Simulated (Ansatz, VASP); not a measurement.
## One calculation of InP, two programs

INCAR

```
PREC = Accurate
ENCUT = 520
EDIFF = 1E-6
ISMEAR = 0
SIGMA = 0.05
LREAL = False
LASPH = True
NELM = 60
ALGO = Normal
ISIF = 2
LWAVE = False
LCHARG = False
GGA = PE
NBANDS = 16
```

File KPOINTS:

```
regular mesh
0
Gamma
  6 6 6
```

File POSCAR:

```
InP
1.0
    0.0000000000      2.9011950000      2.9305000000
    2.9011950000      0.0000000000      2.9305000000
    2.9011950000      2.9011950000      0.0000000000
In P
1 1
Direct
    0.0000000000      0.0000000000      0.0000000000
    0.2500000000      0.2500000000      0.2500000000
```

Input for Ansatz:

```yaml
crystal:
  lattice:
    - [0.0, 2.901195, 2.9305]
    - [2.901195, 0.0, 2.9305]
    - [2.901195, 2.901195, 0.0]
  atoms:
    - { symbol: In, position: [0.0, 0.0, 0.0] }
    - { symbol: P, position: [0.25, 0.25, 0.25] }
basis:
  ecutwfc: 520.0
kpoints:
  mp_grid:
    grid: [6, 6, 6]
hamiltonian:
  xc: pbe
  pseudopotentials:
    kind: paw
scf:
  occupations:
    method: gaussian
    width: 0.05
output:
  stress: true
```

Alike in both runs: task single point; functional PBE; k mesh 6 × 6 × 6; occupations gaussian, width 0.05 eV; no spin polarisation.

|  | VASP | Ansatz |
| --- | --- | --- |
| version | VASP 6.6.1 | Ansatz 0.2.0 |
| potentials or method | VASP PAW PBE potentials, release 64 (In_d, P), cutoff 520 eV | plane waves, PAW |
| valence electrons in the cell | 18 | 18 |

Ansatz gave:

- pressure (GPa): 4.9
- traceless stress, the component that is largest in VASP (GPa): -0.27

Q: Which values does VASP return?

A: Pressure (GPa): 4.8; traceless stress, the component that is largest in VASP (GPa): -0.27.

With one functional, cell and mesh, what is left measures potentials, basis and numerics.
